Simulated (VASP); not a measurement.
Al2Cu (k07), 3 atoms in the cell. The structure is tetragonal, space group P4/mmm (No. 123). Conventional cell: a = 4.105 Å, b = 4.105 Å, c = 2.891 Å, α = 90.00°, β = 90.00°, γ = 90.00°. Al (site symmetry mmm) has 4 Cu at 2.51 Å and 6 Al at 2.89 to 2.90 Å within 3.3 Å. Within 3.3 Å of Cu (site symmetry 4/mmm) lie 8 Al at 2.51 Å and 2 Cu at 2.89 Å. 

| Item | Value |
| --- | --- |
| Program | VASP 6.6.1 |
| Task | relaxation of cell and atoms |
| Functional | LDA |
| Potentials or basis | VASP PAW LDA potentials, release 64 (Al, Cu) |
| Cutoff | 600 eV |
| k mesh | 14 × 14 × 20 |
| Occupations | gaussian, width 0.1 eV |
| Spin | no spin polarisation |
| Dipole correction | no |
| Further INCAR settings | ALGO = Fast; EDIFF = 1e-07; IBRION = 2; EDIFFG = -0.002; NSW = 100; ISIF = 3 |

Potentials or basis: VASP PAW LDA potentials, release 64 (Al, Cu).

Command:

```bash
$ cat potpaw_LDA.64/Al/POTCAR potpaw_LDA.64/Cu/POTCAR > POTCAR
$ mpirun -np 1 vasp_std > vasp.out
```

Hardware: 1 thread of Oxide Virtual Turin-like Processor (shared host).

Task: Estimate the wall time of this run.

Result: It took 24 min on 1 thread of Oxide Virtual Turin-like Processor, with other jobs on the host, peak memory 0.39 GiB. Counts: scf iterations 85, k points 396, ion steps 6.
